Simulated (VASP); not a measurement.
# HfC (Fm-3m) in VASP: further runs, part 2 of 2

VASP 6.6.1. Earlier steps stand in the parts before.

## Step 4: Relaxation of cell and atoms, LDA

This run uses another cell than the first one, of 12.57 Å³/atom, 1.090 times its volume.

Input file INCAR:

```
ALGO     = Normal         # electronic algorithm
EDIFF    = 1E-6           # SCF threshold, eV
EDIFFG   = -0.03          # ionic threshold
ENCUT    = 600            # plane-wave cutoff, eV
GGA      = CA             # functional
IBRION   = 2              # ionic algorithm
ISIF     = 3              # what is computed and relaxed
ISMEAR   = 1              # smearing method
LASPH    = True           # aspherical terms in the spheres
LCHARG   = False          # write CHGCAR
LREAL    = False          # projectors in reciprocal space
LWAVE    = False          # write WAVECAR
NELM     = 80             # most SCF steps
NSW      = 80             # ionic steps
PREC     = Accurate       # precision mode
SIGMA    = 0.1            # smearing width, eV
```

Input file KPOINTS:

```
k-points
0
Gamma
  12 12 12
```

Input file POSCAR:

```
HfC
1.0
    0.0000000000      2.3250000000      2.3250000000
    2.3250000000      0.0000000000      2.3250000000
    2.3250000000      2.3250000000      0.0000000000
Hf C
1 1
Direct
    0.5000000000      0.5000000000      0.5000000000
    0.0000000000      0.0000000000      0.0000000000
```

Started as:

```bash
> cat potpaw_LDA.64/Hf_pv/POTCAR potpaw_LDA.64/C/POTCAR > POTCAR
> mpirun -np 1 vasp_std > vasp.out
```

It took 97 s on 1 thread of AMD EPYC 7R13, shared host; peak memory 0.14 GiB.

It converged, with:

```
Free energy                            : -22.8965 eV
Relaxed volume                         : 12.00 Å³/atom
Relaxed cell                           : a = 3.237 Å, b = 3.237 Å, c = 3.237 Å, α = 60.00°, β = 60.00°, γ = 60.00°
Space group after relaxing (to 0.05 Å) : Fm-3m (No. 225)
Energy gained by relaxing              : 22.2 meV/atom
Ionic steps                            : 3
Pressure after relaxing                : -0.3 GPa
Band gap on the k mesh                 : zero (band 7 reaches 7.27 eV, above the bottom of band 8 at 5.81 eV)
```

The path:
```tsv
step	energy change (eV)	largest force (eV/Å)	pressure (GPa)	volume (Å³)
1	0.0000	0.0000	-11.66	25.14
2	0.1170	0.0000	27.71	21.95
3	-0.0444	0.0000	-0.33	23.99
```

Final structure:
```xyz
2
Lattice="0.0000 2.2892 2.2892 2.2892 0.0000 2.2892 2.2892 2.2892 0.0000" Properties=species:S:1:pos:R:3 pbc="T T T"
Hf    2.2892    2.2892    2.2892
C     0.0000    0.0000    0.0000
```

Levels at points of the mesh, in eV from the Fermi level:
| k point | band 4 | band 5 | band 6 | band 7 | band 8 | band 9 | band 10 | band 11 |
| --- | --- | --- | --- | --- | --- | --- | --- | --- |
| (0.00, 0.00, 0.00) | -12.44 | 0.98 | 0.98 | 0.98 | 1.24 | 1.24 | 1.24 | 3.40 |
| (0.50, 0.00, 0.00) | -8.32 | -6.41 | -3.22 | -3.22 | 5.41 | 5.41 | 5.93 | 6.81 |
| (0.50, 0.50, 0.00) | -10.51 | -2.50 | -2.06 | -0.06 | -0.06 | 5.45 | 6.93 | 6.93 |

Caveat: spin-orbit coupling is left out, which moves the levels of the heavy elements. Zero-point motion and thermal expansion aren't in these numbers.

## Step 5: Relaxation of cell and atoms, LDA, target pressure 10 GPa, at which the enthalpy is minimised

This run uses another cell than the first one, of 12.57 Å³/atom, 1.090 times its volume.

Input file INCAR:

```
  PREC = Accurate
  ENCUT = 600
  EDIFF = 1E-6
  ISMEAR = 1
  SIGMA = 0.1
  LREAL = False
  LASPH = True
  NELM = 100
  ALGO = Normal
  ISIF = 3
  LWAVE = False
  LCHARG = False
  IBRION = 2
  NSW = 80
  EDIFFG = -0.03
  PSTRESS = 100.0
```

Input file KPOINTS:

```
Automatic mesh
0
Gamma
  12 12 12
```

POSCAR is that of step 4.

Started as:

```bash
> cat potpaw_LDA.64/Hf_pv/POTCAR potpaw_LDA.64/C/POTCAR > POTCAR
> mpirun -np 1 vasp_std > vasp.out
```

Run time: 2.3 min. Hardware: 1 thread of AMD EPYC 7R13, shared host; peak memory 0.14 GiB.

Results (log left out):

- Free energy: -22.8727 eV
- Relaxed volume: 11.58 Å³/atom
- Relaxed cell: a = 3.199 Å, b = 3.199 Å, c = 3.199 Å, α = 60.00°, β = 60.00°, γ = 60.00°
- Space group after relaxing (to 0.05 Å): Fm-3m (No. 225)
- Energy change on relaxing (the enthalpy is what falls): -10.3 meV/atom
- Ionic steps: 4
- Pressure after relaxing: 9.8 GPa
- Band gap on the k mesh: zero (band 7 reaches 7.58 eV, above the bottom of band 8 at 6.10 eV)

Step by step:
```tsv
step	energy change (eV)	largest force (eV/Å)	pressure (GPa)	volume (Å³)
1	0.0000	0.0000	-11.66	25.14
2	0.9520	0.0000	84.17	19.45
3	-0.0261	0.0000	8.47	23.25
4	-0.0206	0.0000	9.77	23.15
```

Final structure:
```yaml
crystal:
  lattice:
    - [0.00000, 2.26221, 2.26221]
    - [2.26221, 0.00000, 2.26221]
    - [2.26221, 2.26221, 0.00000]
  atoms:
    - { symbol: Hf, position: [0.50000, 0.50000, 0.50000] }
    - { symbol: C, position: [0.00000, 0.00000, 0.00000] }
```

Levels at points of the mesh, in eV from the Fermi level:
```tsv
k point	band 4	band 5	band 6	band 7	band 8	band 9	band 10	band 11
(0.00, 0.00, 0.00)	-12.63	0.99	0.99	0.99	1.24	1.24	1.24	3.50
(0.50, 0.00, 0.00)	-8.28	-6.58	-3.37	-3.37	5.62	5.62	6.16	6.98
(0.50, 0.50, 0.00)	-10.69	-2.45	-2.21	-0.03	-0.03	5.65	7.23	7.23
```

Caveat: the cell is relaxed towards a set pressure, so the enthalpy falls and the energy may rise; spin-orbit coupling is left out, which moves the levels of the heavy elements.

## Step 6: Relaxation of cell and atoms, LDA, target pressure 20 GPa, at which the enthalpy is minimised

This run uses another cell than the first one, of 12.57 Å³/atom, 1.090 times its volume.

Input file INCAR:

```
SYSTEM = HfC
PREC     = Accurate       ! precision mode
ENCUT    = 600            ! plane-wave cutoff, eV
EDIFF    = 1E-6           ! SCF threshold, eV
ISMEAR   = 1              ! smearing method
SIGMA    = 0.1            ! smearing width, eV
LREAL    = .FALSE.        ! projectors in reciprocal space
LASPH    = .TRUE.         ! aspherical terms in the spheres
NELM     = 60             ! most SCF steps
ALGO     = Normal         ! electronic algorithm
ISIF     = 3              ! what is computed and relaxed
LWAVE    = .FALSE.        ! write WAVECAR
LCHARG   = .FALSE.        ! write CHGCAR
IBRION   = 2              ! ionic algorithm
NSW      = 80             ! ionic steps
EDIFFG   = -0.03          ! ionic threshold
PSTRESS  = 200.0
```

Input file KPOINTS:

```
regular mesh
0
G
  12 12 12
  0 0 0
```

POSCAR is that of step 5.

Potentials or basis: VASP PAW LDA potentials, release 64 (Hf_pv, C).

Started as:

```bash
> cat potpaw_LDA.64/Hf_pv/POTCAR potpaw_LDA.64/C/POTCAR > POTCAR
> mpirun -np 1 vasp_std > vasp.out
```

Wall time 3.1 min (1 thread of AMD EPYC 7R13, shared host); peak memory 0.14 GiB.

The run converged. Its results:

- Free energy: -22.8064 eV
- Relaxed volume: 11.22 Å³/atom
- Relaxed cell: a = 3.166 Å, b = 3.166 Å, c = 3.166 Å, α = 60.00°, β = 60.00°, γ = 60.00°
- Space group after relaxing (to 0.05 Å): Fm-3m (No. 225)
- Energy change on relaxing (the enthalpy is what falls): +22.8 meV/atom
- Ionic steps: 5
- Pressure after relaxing: 20.0 GPa
- Band gap on the k mesh: zero (band 7 reaches 7.87 eV, above the bottom of band 8 at 6.36 eV)

The path:
```
step  energy change (eV)  largest force (eV/Å)  pressure (GPa)  volume (Å³)
   1              0.0000                0.0000          -11.66        25.14
   2              2.7518                0.0000          173.48        17.14
   3              0.0169                0.0000           16.20        22.69
   4              0.0381                0.0000           19.05        22.50
   5              0.0457                0.0000           20.03        22.43
```

Final structure:
```
Hf C
1.0
     0.00000    2.23851    2.23851
     2.23851    0.00000    2.23851
     2.23851    2.23851    0.00000
Hf C
1 1
Direct
  0.50000 0.50000 0.50000
  0.00000 0.00000 0.00000
```

Levels at points of the mesh, in eV from the Fermi level:
| k point | band 3 | band 4 | band 5 | band 6 | band 7 | band 8 | band 9 | band 10 | band 11 |
| --- | --- | --- | --- | --- | --- | --- | --- | --- | --- |
| (0.00, 0.00, 0.00) | -28.94 | -12.79 | 1.00 | 1.00 | 1.00 | 1.24 | 1.24 | 1.24 | 3.59 |
| (0.50, 0.00, 0.00) | -29.04 | -8.22 | -6.74 | -3.50 | -3.50 | 5.81 | 5.81 | 6.37 | 7.14 |
| (0.50, 0.50, 0.00) | -29.30 | -10.86 | -2.39 | -2.34 | 0.01 | 0.01 | 5.85 | 7.49 | 7.49 |

Caveat: the cell is relaxed towards a set pressure, so the enthalpy falls and the energy may rise; spin-orbit coupling is left out, which moves the levels of the heavy elements.

## Step 7: The runs side by side

```csv
task,cell,cutoff (eV),gap on the mesh (eV),pressure (GPa)
single point,"a = 3.195 Å, angles 60.0°, 2 atoms",520,none,11.0
single point,"a = 3.234 Å, angles 60.0°, 2 atoms",520,none,0.7
relaxation of cell and atoms,"relaxed from a = 3.288 Å, angles 60.0°, 2 atoms",600,none,-0.3
relaxation of cell and atoms,"relaxed to 10 GPa from a = 3.288 Å, angles 60.0°, 2 atoms",600,none,9.8
relaxation of cell and atoms,"relaxed to 20 GPa from a = 3.288 Å, angles 60.0°, 2 atoms",600,none,20.0
```

Alike in all rows: level LDA; potentials or basis VASP PAW LDA potentials, release 64 (Hf_pv, C); no spin polarisation; k mesh 12 × 12 × 12; smearing methfessel-paxton 0.1 eV.

Caveats: spin-orbit coupling is left out, which moves the levels of the heavy elements; the cell is relaxed towards a set pressure, so the enthalpy falls and the energy may rise (some runs).

Total energies depend on the potentials used, so only differences within one code and one set of settings carry meaning.
